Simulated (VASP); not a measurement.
# Ir in VASP: notebook, part 2 of 2

VASP 6.6.1. The steps go on from the part before.

## Step 3: Single point, PBE

This run uses another cell than the first one, of 15.81 Å³/atom.

Contents of INCAR:

```
SYSTEM = Ir
  PREC = Accurate
  ENCUT = 500
  EDIFF = 1E-6
  ISMEAR = -1
  SIGMA = 0.1
  LREAL = .False.
  LASPH = .True.
  NELM = 120
  ALGO = Normal
  ISIF = 2
  LWAVE = .False.
  LCHARG = .False.
  GGA = PE
  NBANDS = 16
  GGA_COMPAT = .False.
```

Contents of KPOINTS:

```
regular mesh
0
Gamma
  25 25 14
  0 0 0
```

Contents of POSCAR:

```
Ir
1.0
   -2.4920314326      2.1389352267      1.3169647336
    2.1389352267     -2.4920314326      1.3169647336
    2.8547439290      2.8547439290     -1.9636610814
Ir
2
Direct
    0.9774778490      0.0225221510      1.0000000000
    0.7725221510      0.2274778490      0.5000000000
```

Potentials or basis: VASP PAW PBE potentials, release 64 (Ir).

Launch:

```
cat potpaw_PBE.64/Ir/POTCAR > POTCAR
mpirun -np 1 vasp_std > vasp.out
```

OUTCAR:

```text
SYSTEM = Ir
   PREC = Accurate
   ENCUT = 500
   EDIFF = 1E-6
   ISMEAR = -1
   LREAL = .False.
   LASPH = .True.
   NELM = 120
   ISIF = 2
   GGA = PE

 ion  position               nearest neighbor table
   1  0.977  0.023  0.000-   2 2.62   2 2.62   2 2.62   2 2.62   2 2.64   2 2.64
   2  0.773  0.227  0.500-   1 2.62   1 2.62   1 2.62   1 2.62   1 2.64   1 2.64

  Warning from LATTYP: Got some problem with cell dimensions!
  Tried to take original basis but could not verify dimensions!
  LATTYP: Found a base centered monoclinic cell.
 ALAT       =     2.6808465639
 B/A-ratio  =     2.4429506502
 C/A-ratio  =     1.3431568638
 COS(beta)  =    -0.0001248279

  Lattice vectors:

 A1 = (  -2.4920314326,   2.1389352267,   1.3169647336)
 A2 = (   2.1389352267,  -2.4920314326,   1.3169647336)
 A3 = (   2.5016477231,   2.5016477231,   0.6702683858)

Analysis of symmetry for initial positions (statically):
=====================================================================
 Subroutine PRICEL returns:
 Original cell was already a primitive cell.

 Routine SETGRP: Setting up the symmetry group for a
 base centered monoclinic supercell.

 Subroutine GETGRP returns: Found  4 space group operations
 (whereof  2 operations were pure point group operations)
 out of a pool of  4 trial point group operations.

The static configuration has the point symmetry C_2 .
 The point group associated with its full space group is C_2h.

Analysis of symmetry for dynamics (positions and initial velocities):
=====================================================================
 Subroutine PRICEL returns:
 Original cell was already a primitive cell.

 Routine SETGRP: Setting up the symmetry group for a
 base centered monoclinic supercell.

 Subroutine GETGRP returns: Found  4 space group operations
 (whereof  2 operations were pure point group operations)
[... 118 lines left out ...]
   ISMEAR =    -1;   SIGMA  =   0.10  broadening in eV -4-tet -1-fermi 0-gaus
   EFERMI_NEDOS =   21; number of points for ismear=-14 and -15
   IALGO  =     38    algorithm
   IMIX   =      4    mixing-type and parameters
     AMIX     =   0.40;   BMIX     =  1.00
     AMIX_MAG =   1.60;   BMIX_MAG =  1.00
  volume/ion in A,a.u.               =      15.81       106.66
  Fermi-wavevector in a.u.,A,eV,Ry     =   1.356927  2.564221 25.051748  1.841252
  Thomas-Fermi vector in A             =   2.483889
   LORBIT       =      0    0 simple, 1 ext, 2 COOP (PROOUT), +10 PAW based schemes
   GGA     = PE    functional components
   LHFCALC =     F    Hartree Fock is set to
   AEXX    =    0.0000 exact exchange contribution
   IVDW    =     0    specifies the selected vdW correction
   LEPSILON=     F    determine dielectric tensor
   LRPA    =     F    only Hartree local field effects (RPA)
 non-spin polarized calculation
  energy-cutoff  :      500.00
  volume of cell :       31.61
 maximum number of plane-waves:       817
 NGX is ok and might be reduce to    28
   NGX = 13   NGY = 13   NGZ = 17

 number of electron      18.0000001 magnetization

 Free energy of the ion-electron system (eV)
  ---------------------------------------------------
  ext. energy  EPLUGINS =         0.00000000
  ---------------------------------------------------
  free energy    TOTEN  =       -16.86541811 eV

  energy without entropy =      -16.79605226  energy(sigma->0) =      -16.83073518

 E-fermi :   8.3383     XC(G=0): -13.2340

 val. band max:        8.3375858992   @ k =   0.3200   0.1600   0.5000
 cond. band min:       8.3389067670   @ k =   0.3600   0.2800   0.2143
 fundamental gap:      0.0013208678
 Fermi energy:         8.3383193709

 k-point     1 :       0.0000    0.0000    0.0000
  band No.  band energies     occupation
      1      -1.3450      2.00000
      2       1.7656      2.00000
      3       2.8302      2.00000
      4       3.3705      2.00000
      5       4.5555      2.00000
      6       6.6095      2.00000
[... 433 lines left out ...]
      3       3.9190      2.00000
      4       4.0507      2.00000
      5       5.8962      2.00000
      6       6.1974      2.00000
[... 8 lines left out ...]
     15      20.3700      0.00000
     16      20.8497      0.00000

 [... further k-points ...]

------------------------ aborting loop because EDIFF is reached ----------------------------------------

  FORCE on cell =-STRESS in cart. coord.  units (eV):
  Direction    XX          YY          ZZ          XY          YZ          ZX
  --------------------------------------------------------------------------------------
  -------------------------------------------------------------------------------------
  Total        0.0399217      0.0399217      0.1140589      0.0054641     -0.0068714     -0.0068714
  in kB        2.0234510      2.0234510      5.7811284      0.2769505     -0.3482783     -0.3482787
  external PRESSURE =       3.2760101 kB  Pullay stress =       0.0000000 kB

 VOLUME and BASIS-vectors are now :
 -----------------------------------------------------------------------------
  energy-cutoff  :      500.00
  volume of cell :       31.61
      direct lattice vectors                 reciprocal lattice vectors
    -2.492031433  2.138935227  1.316964734     0.035871583  0.251809220  0.418226461
     2.138935227 -2.492031433  1.316964734     0.251809220  0.035871583  0.418226461
     2.854743929  2.854743929 -1.963661081     0.192938321  0.192938321  0.051729395

 POSITION                                       TOTAL-FORCE (eV/Angst)
 -----------------------------------------------------------------------------------
     -2.38773      2.03464      1.31696        -0.010549      0.010549     -0.000000
     -0.01122      2.51286      0.33513         0.010549     -0.010549      0.000000
 -----------------------------------------------------------------------------------
    total drift:                               -0.000000      0.000000     -0.000000

  FREE ENERGIE OF THE ION-ELECTRON SYSTEM (eV)
  ---------------------------------------------------
  free  energy   TOTEN  =       -16.8654181118 eV

  energy  without entropy=      -16.7960522578  energy(sigma->0) =      -16.83073518
```

OSZICAR:

```text
N       E                     dE             d eps       ncg     rms          rms(c)
DAV:   1     0.140913272808E+03    0.14091E+03   -0.79730E+03 73312   0.106E+03
DAV:   2    -0.140261440155E+02   -0.15494E+03   -0.13946E+03 73296   0.300E+02
DAV:   3    -0.178029242359E+02   -0.37768E+01   -0.37266E+01100792   0.557E+01
DAV:   4    -0.178454829181E+02   -0.42559E-01   -0.42552E-01 80896   0.510E+00
DAV:   5    -0.178466967789E+02   -0.12139E-02   -0.12139E-02102624   0.915E-01    0.173E+01
DAV:   6    -0.170050110881E+02    0.84169E+00   -0.12294E+00 93576   0.136E+01    0.695E+00
DAV:   7    -0.168760303416E+02    0.12898E+00   -0.30225E-01 98944   0.619E+00    0.199E+00
DAV:   8    -0.168657313811E+02    0.10299E-01   -0.93297E-03 84384   0.976E-01    0.260E-01
DAV:   9    -0.168654111335E+02    0.32025E-03   -0.77795E-04100232   0.335E-01    0.704E-02
DAV:  10    -0.168654152254E+02   -0.40919E-05   -0.35185E-05 96832   0.526E-02    0.115E-02
DAV:  11    -0.168654182647E+02   -0.30393E-05   -0.10954E-06 71896   0.842E-03    0.322E-03
DAV:  12    -0.168654181118E+02    0.15291E-06   -0.14187E-07 42352   0.365E-03
   1 F= -.16865418E+02 E0= -.16830735E+02  d E =-.693659E-01
```

It took 29 min on 1 thread of Oxide Virtual Turin-like, shared host; peak memory 0.93 GiB.

What came out:

```
Free energy            : -16.8654 eV
Pressure               : 0.3 GPa
Largest force          : 0.015 eV/Å
Band gap on the k mesh : zero (bands 9 and 10 overlap by 2.69 eV)
```

Forces on the atoms (eV/Å):
```
Ir  -0.011  0.011  0.000
Ir   0.011 -0.011  0.000
```

Caveat: spin-orbit coupling is left out, which moves the levels of the heavy elements.
